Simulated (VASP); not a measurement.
# Re (Pm-3m) in VASP: further runs

The runs below take Re through single point, with PBEsol.

Program: VASP 6.6.1. These are calculated values, not measurements. Logs are shortened: lines on timing, memory, paths and dates and some standing lists are left out, and cuts for length are marked.

## Step 1: The cell of the first run

The structure is cubic, space group Pm-3m (No. 221). The conventional cell has a = 2.620 Å, b = 2.620 Å, c = 2.620 Å, α = 90.00°, β = 90.00°, γ = 90.00°. Re (site symmetry m-3m) has 6 Re at 2.62 Å within 3.5 Å.

## Step 2: Single point, PBEsol (volume scaled by 1.08)

File INCAR:

```
SYSTEM = Re
PREC = Accurate
ENCUT = 520
EDIFF = 1E-7
ISMEAR = -1
SIGMA = 0.1
LREAL = .FALSE.
LASPH = .TRUE.
NELM = 80
ALGO = Normal
ISIF = 2
LWAVE = .FALSE.
LCHARG = .TRUE.
GGA = PS
LELF = .TRUE.
LVHAR = .TRUE.
NBANDS = 10
```

File KPOINTS:

```
regular mesh
0
G
  14 14 14
  0 0 0
```

File POSCAR:

```
Re
1.0
    2.6204810852      0.0000000000      0.0000000000
    0.0000000000      2.6204810852      0.0000000000
    0.0000000000      0.0000000000      2.6204810852
Re
1
Direct
    0.0000000000      0.0000000000      0.0000000000
```

Potentials or basis: VASP PAW PBE potentials, release 64 (Re).

On the command line:

```console
$ cat potpaw_PBE.64/Re/POTCAR > POTCAR
$ mpirun -np 1 vasp_std > vasp.out
```

OUTCAR:

```text
SYSTEM = Re
   PREC = Accurate
   ENCUT = 520
   EDIFF = 1E-7
   ISMEAR = -1
   LREAL = .FALSE.
   LASPH = .TRUE.
   NELM = 80
   ISIF = 2
   GGA = PS

 ion  position               nearest neighbor table
   1  0.000  0.000  0.000-

  LATTYP: Found a simple cubic cell.
 ALAT       =     2.6204810852

  Lattice vectors:

 A1 = (   2.6204810852,   0.0000000000,   0.0000000000)
 A2 = (   0.0000000000,   2.6204810852,   0.0000000000)
 A3 = (   0.0000000000,   0.0000000000,   2.6204810852)

Analysis of symmetry for initial positions (statically):
=====================================================================
 Subroutine PRICEL returns:
 Original cell was already a primitive cell.

 Routine SETGRP: Setting up the symmetry group for a
 simple cubic supercell.

 Subroutine GETGRP returns: Found 48 space group operations
 (whereof 48 operations were pure point group operations)
 out of a pool of 48 trial point group operations.

The static configuration has the point symmetry O_h .

Analysis of symmetry for dynamics (positions and initial velocities):
=====================================================================
 Subroutine PRICEL returns:
 Original cell was already a primitive cell.

 Routine SETGRP: Setting up the symmetry group for a
 simple cubic supercell.

 Subroutine GETGRP returns: Found 48 space group operations
 (whereof 48 operations were pure point group operations)
 out of a pool of 48 trial point group operations.

The dynamic configuration has the point symmetry O_h .

 Subroutine INISYM returns: Found 48 space group operations
 (whereof 48 operations are pure point group operations),
 and found     1 'primitive' translations

----------------------------------------------------------------------------------------

                                     Primitive cell

  volume of cell :      17.9946

  direct lattice vectors                    reciprocal lattice vectors
     2.620481085  0.000000000  0.000000000     0.381609318  0.000000000  0.000000000
     0.000000000  2.620481085  0.000000000     0.000000000  0.381609318  0.000000000
     0.000000000  0.000000000  2.620481085     0.000000000  0.000000000  0.381609318

  length of vectors
     2.620481085  2.620481085  2.620481085     0.381609318  0.381609318  0.381609318

  position of ions in fractional coordinates (direct lattice)
     0.000000000  0.000000000  0.000000000

[... 73 lines left out ...]
   ENCUT  =  520.0 eV  38.22 Ry    6.18 a.u.   4.87  4.87  4.87*2*pi/ulx,y,z
   NELM   =     80;   NELMIN=  2; NELMDL= -5     # of ELM steps
   EDIFF  = 0.1E-06   stopping-criterion for ELM
   LREAL  =      F    real-space projection
   EDIFFG = 0.1E-05   stopping-criterion for IOM
   NSW    =      0    number of steps for IOM
   IBRION =     -1    ionic relax: 0-MD 1-quasi-New 2-CG
   NFREE  =      0    steps in history (QN), initial steepest desc. (CG)
   ISIF   =      2    stress and relaxation
   ISYM   =      2    0-nonsym 1-usesym 2-fastsym
   POTIM  = 0.5000    time-step for ionic-motion
   TEBEG  =    0.0;   TEEND  =   0.0 temperature during run
   PSTRESS=    0.0 pullay stress
   NELECT =       7.0000    total number of electrons
   NUPDOWN=      -1.0000    fix difference up-down
   EMIN   =  10.00;   EMAX   =-10.00  energy-range for DOS
   EFERMI =   0.00;   METHOD = LEGACY
   ISMEAR =    -1;   SIGMA  =   0.10  broadening in eV -4-tet -1-fermi 0-gaus
   EFERMI_NEDOS =   21; number of points for ismear=-14 and -15
   IALGO  =     38    algorithm
   IMIX   =      4    mixing-type and parameters
     AMIX     =   0.40;   BMIX     =  1.00
     AMIX_MAG =   1.60;   BMIX_MAG =  1.00
  volume/ion in A,a.u.               =      17.99       121.43
  Fermi-wavevector in a.u.,A,eV,Ry     =   1.195069  2.258354 19.431718  1.428191
  Thomas-Fermi vector in A             =   2.331044
   LORBIT       =      0    0 simple, 1 ext, 2 COOP (PROOUT), +10 PAW based schemes
   GGA     = PS    functional components
   LHFCALC =     F    Hartree Fock is set to
   AEXX    =    0.0000 exact exchange contribution
   IVDW    =     0    specifies the selected vdW correction
   LEPSILON=     F    determine dielectric tensor
   LRPA    =     F    only Hartree local field effects (RPA)
 non-spin polarized calculation
  energy-cutoff  :      520.00
  volume of cell :       17.99
 maximum number of plane-waves:       500
 NGX is ok and might be reduce to    20
   NGX =  9   NGY =  9   NGZ =  9

 number of electron       7.0000001 magnetization

 Free energy of the ion-electron system (eV)
  ---------------------------------------------------
  ext. energy  EPLUGINS =         0.00000000
  ---------------------------------------------------
  free energy    TOTEN  =       -11.86636106 eV

  energy without entropy =      -11.82407210  energy(sigma->0) =      -11.84521658

 E-fermi :   5.9670     XC(G=0): -12.5958

 val. band max:        5.9487734104   @ k =   0.4286   0.0000   0.0000
 cond. band min:       5.9757152001   @ k =   0.4286   0.4286   0.0714
 fundamental gap:      0.0269417897
 Fermi energy:         5.9669543335

 k-point     1 :       0.0000    0.0000    0.0000
  band No.  band energies     occupation
      1      -2.9631      2.00000
      2       0.9204      2.00000
      3       0.9204      2.00000
      4       9.1363      0.00000
      5       9.1363      0.00000
      6       9.1363      0.00000
      7      20.8050      0.00000
      8      20.8050      0.00000
      9      20.8050      0.00000
     10      26.5278      0.00000
[... 287 lines left out ...]
 k-point    24 :       0.3571    0.2143    0.0000
  band No.  band energies     occupation
      1       0.6470      2.00000
      2       2.3289      2.00000
      3       3.8497      2.00000
      4       6.5406      0.00643
      5       6.6624      0.00191
      6       8.0393      0.00000
      7      14.9925      0.00000
      8      20.2978      0.00000
      9      23.5598      0.00000
     10      28.0315      0.00000

 [... further k-points ...]
[... 5 lines left out ...]
  --------------------------------------------------------------------------------------
  -------------------------------------------------------------------------------------
  Total       -2.1950413     -2.1950413     -2.1950413      0.0000000      0.0000000     -0.0000000
  in kB     -195.4385339   -195.4385339   -195.4385339      0.0000000      0.0000000     -0.0000000
  external PRESSURE =    -195.4385339 kB  Pullay stress =       0.0000000 kB

 VOLUME and BASIS-vectors are now :
 -----------------------------------------------------------------------------
  energy-cutoff  :      520.00
  volume of cell :       17.99
      direct lattice vectors                 reciprocal lattice vectors
     2.620481085  0.000000000  0.000000000     0.381609318  0.000000000  0.000000000
     0.000000000  2.620481085  0.000000000     0.000000000  0.381609318  0.000000000
     0.000000000  0.000000000  2.620481085     0.000000000  0.000000000  0.381609318

 POSITION                                       TOTAL-FORCE (eV/Angst)
 -----------------------------------------------------------------------------------
      0.00000      0.00000      0.00000         0.000000      0.000000      0.000000
 -----------------------------------------------------------------------------------
    total drift:                               -0.000000      0.000000      0.000000

  FREE ENERGIE OF THE ION-ELECTRON SYSTEM (eV)
  ---------------------------------------------------
  free  energy   TOTEN  =       -11.8663610597 eV

  energy  without entropy=      -11.8240721026  energy(sigma->0) =      -11.84521658
```

Run time: 6.5 s. Hardware: 1 thread of Intel Xeon 6975P-C (Granite Rapids), shared host; peak memory 0.14 GiB.

What came out:

```
Free energy : -11.8664 eV
Pressure    : -19.5 GPa
```

Caveat: the cell differs from its parent crystal (volume scaled by 1.08); the PAW data sets were made with another functional, which shifts forces and pressure a little; spin-orbit coupling is left out, which moves the levels of the heavy elements.

## Step 3: Single point, PBEsol (volume scaled by 1.12)

File INCAR:

```
PREC = Accurate ; ENCUT = 520
EDIFF = 1E-7 ; ISMEAR = -1
SIGMA = 0.1 ; LREAL = False
LASPH = True ; NELM = 60
ALGO = Normal ; ISIF = 2
LWAVE = False ; LCHARG = False
GGA = PS ; NBANDS = 10
```

File KPOINTS:

```
regular mesh
0
Gamma
  14 14 14
```

File POSCAR:

```
Re
1.0
    2.6524413214      0.0000000000      0.0000000000
    0.0000000000      2.6524413214      0.0000000000
    0.0000000000      0.0000000000      2.6524413214
Re
1
Direct
    0.0000000000      0.0000000000      0.0000000000
```

Potentials or basis: VASP PAW PBE potentials, release 64 (Re).

On the command line:

```console
$ cat potpaw_PBE.64/Re/POTCAR > POTCAR
$ mpirun -np 1 vasp_std > vasp.out
```

It took 6.3 s on 1 thread of Intel Xeon 6975P-C (Granite Rapids), shared host; peak memory 0.14 GiB.

The run converged. Its results:

| Item | Value |
| --- | --- |
| Free energy | -11.7714 eV |
| Pressure | -26.0 GPa |

Levels at points of the mesh, in eV from the Fermi level:
```
           k point  band 1  band 2  band 3  band 4  band 5  band 6  band 7
(0.00, 0.00, 0.00)   -8.68   -4.81   -4.81    2.99    2.99    2.99   14.55
(0.50, 0.00, 0.00)   -5.48   -4.00   -0.95   -0.13   -0.13    3.31    7.25
(0.50, 0.50, 0.00)   -5.62   -3.60    0.48    0.48    4.28    4.28    5.29
(0.50, 0.50, 0.50)   -4.23   -4.23   -4.23    5.51    5.51    8.12   10.43
```

Caveat: the cell differs from its parent crystal (volume scaled by 1.12); the PAW data sets were made with another functional, which shifts forces and pressure a little; spin-orbit coupling is left out, which moves the levels of the heavy elements.

## Step 4: Single point, PBEsol

This run uses another cell than the first one, of 16.66 Å³/atom, 0.926 times its volume.

File INCAR:

```
SYSTEM = Re
PREC     = Accurate       ! precision mode
ENCUT    = 520            ! plane-wave cutoff, eV
EDIFF    = 1E-7           ! SCF threshold, eV
ISMEAR   = -1             ! smearing method
SIGMA    = 0.1            ! smearing width, eV
LREAL    = .FALSE.        ! projectors in reciprocal space
LASPH    = .TRUE.         ! aspherical terms in the spheres
NELM     = 100            ! most SCF steps
ALGO     = Normal         ! electronic algorithm
ISIF     = 2              ! what is computed and relaxed
LWAVE    = .FALSE.        ! write WAVECAR
LCHARG   = .TRUE.         ! write CHGCAR
GGA      = PS             ! functional
LELF     = .TRUE.         ! ELF
LVHAR    = .TRUE.       
NBANDS   = 10             ! bands
```

File KPOINTS:

```
regular mesh
0
G
  20 20 20
  0 0 0
```

File POSCAR:

```
Re
1.0
    2.5541110586      0.0000000000      0.0000000000
    0.0000000000      2.5541110586      0.0000000000
    0.0000000000      0.0000000000      2.5541110586
Re
1
Direct
    0.0000000000      0.0000000000      0.0000000000
```

Potentials or basis: VASP PAW PBE potentials, release 64 (Re).

On the command line:

```console
$ cat potpaw_PBE.64/Re/POTCAR > POTCAR
$ mpirun -np 1 vasp_std > vasp.out
```

OUTCAR:

```text
SYSTEM = Re
   PREC = Accurate
   ENCUT = 520
   EDIFF = 1E-7
   ISMEAR = -1
   LREAL = .FALSE.
   LASPH = .TRUE.
   NELM = 100
   ISIF = 2
   GGA = PS

 ion  position               nearest neighbor table
   1  0.000  0.000  0.000-

  LATTYP: Found a simple cubic cell.
 ALAT       =     2.5541110586

  Lattice vectors:

 A1 = (   2.5541110586,   0.0000000000,   0.0000000000)
 A2 = (   0.0000000000,   2.5541110586,   0.0000000000)
 A3 = (   0.0000000000,   0.0000000000,   2.5541110586)

Analysis of symmetry for initial positions (statically):
=====================================================================
 Subroutine PRICEL returns:
 Original cell was already a primitive cell.

 Routine SETGRP: Setting up the symmetry group for a
 simple cubic supercell.

 Subroutine GETGRP returns: Found 48 space group operations
 (whereof 48 operations were pure point group operations)
 out of a pool of 48 trial point group operations.

The static configuration has the point symmetry O_h .

Analysis of symmetry for dynamics (positions and initial velocities):
=====================================================================
 Subroutine PRICEL returns:
 Original cell was already a primitive cell.

 Routine SETGRP: Setting up the symmetry group for a
 simple cubic supercell.

 Subroutine GETGRP returns: Found 48 space group operations
 (whereof 48 operations were pure point group operations)
 out of a pool of 48 trial point group operations.

The dynamic configuration has the point symmetry O_h .

 Subroutine INISYM returns: Found 48 space group operations
 (whereof 48 operations are pure point group operations),
 and found     1 'primitive' translations

----------------------------------------------------------------------------------------

                                     Primitive cell

[... 104 lines left out ...]
   EFERMI_NEDOS =   21; number of points for ismear=-14 and -15
   IALGO  =     38    algorithm
   IMIX   =      4    mixing-type and parameters
     AMIX     =   0.40;   BMIX     =  1.00
     AMIX_MAG =   1.60;   BMIX_MAG =  1.00
  volume/ion in A,a.u.               =      16.66       112.44
  Fermi-wavevector in a.u.,A,eV,Ry     =   1.226124  2.317038 20.454728  1.503380
  Thomas-Fermi vector in A             =   2.361137
   LORBIT       =      0    0 simple, 1 ext, 2 COOP (PROOUT), +10 PAW based schemes
   GGA     = PS    functional components
   LHFCALC =     F    Hartree Fock is set to
   AEXX    =    0.0000 exact exchange contribution
   IVDW    =     0    specifies the selected vdW correction
   LEPSILON=     F    determine dielectric tensor
   LRPA    =     F    only Hartree local field effects (RPA)
 non-spin polarized calculation
  energy-cutoff  :      520.00
  volume of cell :       16.66
 maximum number of plane-waves:       468
 NGX is ok and might be reduce to    20
   NGX =  9   NGY =  9   NGZ =  9

 number of electron       6.9999999 magnetization

 Free energy of the ion-electron system (eV)
  ---------------------------------------------------
  ext. energy  EPLUGINS =         0.00000000
  ---------------------------------------------------
  free energy    TOTEN  =       -11.95466815 eV

  energy without entropy =      -11.91999232  energy(sigma->0) =      -11.93733023

 E-fermi :   6.7932     XC(G=0): -12.9986

 val. band max:        6.7842304044   @ k =   0.3000   0.2000   0.0500
 cond. band min:       6.7977366921   @ k =   0.4500   0.1000   0.0000
 fundamental gap:      0.0135062877
 Fermi energy:         6.7931888374

 k-point     1 :       0.0000    0.0000    0.0000
  band No.  band energies     occupation
      1      -2.6169      2.00000
      2       1.2806      2.00000
      3       1.2806      2.00000
      4      10.4266      0.00000
      5      10.4266      0.00000
      6      10.4266      0.00000
      7      22.3219      0.00000
      8      22.3219      0.00000
      9      22.3219      0.00000
     10      28.4144      0.00000
[... 287 lines left out ...]
 k-point    24 :       0.2000    0.1000    0.0000
  band No.  band energies     occupation
      1      -1.1082      2.00000
      2       1.8720      2.00000
      3       2.8624      2.00000
      4       8.2686      0.00000
      5       8.8725      0.00000
      6      10.1117      0.00000
      7      18.5926      0.00000
      8      22.7214      0.00000
      9      25.4075      0.00000
     10      26.7650      0.00000

 [... further k-points ...]
[... 5 lines left out ...]
  --------------------------------------------------------------------------------------
  -------------------------------------------------------------------------------------
  Total       -0.0811216     -0.0811216     -0.0811216      0.0000000      0.0000000     -0.0000000
  in kB       -7.8005935     -7.8005935     -7.8005935      0.0000000      0.0000000     -0.0000000
  external PRESSURE =      -7.8005935 kB  Pullay stress =       0.0000000 kB

 VOLUME and BASIS-vectors are now :
 -----------------------------------------------------------------------------
  energy-cutoff  :      520.00
  volume of cell :       16.66
      direct lattice vectors                 reciprocal lattice vectors
     2.554111059  0.000000000  0.000000000     0.391525653  0.000000000  0.000000000
     0.000000000  2.554111059  0.000000000     0.000000000  0.391525653  0.000000000
     0.000000000  0.000000000  2.554111059     0.000000000  0.000000000  0.391525653

 POSITION                                       TOTAL-FORCE (eV/Angst)
 -----------------------------------------------------------------------------------
      0.00000      0.00000      0.00000         0.000000      0.000000      0.000000
 -----------------------------------------------------------------------------------
    total drift:                                0.000000      0.000000      0.000000

  FREE ENERGIE OF THE ION-ELECTRON SYSTEM (eV)
  ---------------------------------------------------
  free  energy   TOTEN  =       -11.9546681457 eV

  energy  without entropy=      -11.9199923199  energy(sigma->0) =      -11.93733023
```

OSZICAR:

```text
N       E                     dE             d eps       ncg     rms          rms(c)
DAV:   1     0.580213752863E+01    0.58021E+01   -0.33283E+03  9046   0.743E+02
DAV:   2    -0.121767187296E+02   -0.17979E+02   -0.16805E+02  8832   0.155E+02
DAV:   3    -0.124828965375E+02   -0.30618E+00   -0.30062E+00  9578   0.311E+01
DAV:   4    -0.124843566985E+02   -0.14602E-02   -0.14551E-02  9454   0.101E+00
DAV:   5    -0.124843616582E+02   -0.49597E-05   -0.49593E-05  8448   0.297E-02    0.270E+01
DAV:   6    -0.120824621416E+02    0.40190E+00   -0.43571E-01  9128   0.146E+01    0.118E+01
DAV:   7    -0.119595095564E+02    0.12295E+00   -0.28343E-01  9140   0.113E+01    0.379E-01
DAV:   8    -0.119548115309E+02    0.46980E-02   -0.30963E-03  7540   0.773E-01    0.164E-01
DAV:   9    -0.119546639667E+02    0.14756E-03   -0.17242E-04  7530   0.138E-01    0.264E-02
DAV:  10    -0.119546681023E+02   -0.41355E-05   -0.16099E-05  9206   0.304E-02    0.387E-03
DAV:  11    -0.119546681457E+02   -0.43402E-07   -0.10742E-07  6358   0.462E-03
   1 F= -.11954668E+02 E0= -.11937330E+02  d E =-.346758E-01
```

Wall time 14 s (1 thread of Intel Xeon 6975P-C (Granite Rapids), shared host); peak memory 0.16 GiB.

What came out:

```yaml
Free_energy: -11.9547 eV
Pressure: -0.8 GPa
```

Levels at points of the mesh, in eV from the Fermi level:
```csv
k point,band 1,band 2,band 3,band 4,band 5,band 6,band 7,band 8
"(0.00, 0.00, 0.00)",-9.41,-5.51,-5.51,3.63,3.63,3.63,15.53,15.53
"(0.50, 0.00, 0.00)",-5.94,-4.55,-1.07,-0.13,-0.13,4.03,8.61,15.20
"(0.50, 0.50, 0.00)",-6.58,-3.95,0.62,0.62,4.76,4.76,6.37,14.16
"(0.50, 0.50, 0.50)",-4.95,-4.95,-4.95,6.65,6.65,7.86,11.85,11.85
```

Caveat: the PAW data sets were made with another functional, which shifts forces and pressure a little; spin-orbit coupling is left out, which moves the levels of the heavy elements.

## Step 5: The runs side by side

```csv
cell,k mesh,gap on the mesh (eV),pressure (GPa)
"a = 2.620 Å, 1 atom",14 × 14 × 14,none,-19.5
"a = 2.652 Å, 1 atom",14 × 14 × 14,none,-26.0
"a = 2.554 Å, 1 atom",20 × 20 × 20,none,-0.8
```

Alike in all rows: task single point; level PBEsol; potentials or basis VASP PAW PBE potentials, release 64 (Re); no spin polarisation; cutoff (eV) 520; smearing fermi-dirac 0.1 eV.

Caveats: the PAW data sets were made with another functional, which shifts forces and pressure a little; spin-orbit coupling is left out, which moves the levels of the heavy elements.

Absolute energies hang on the potentials; compare differences alone.
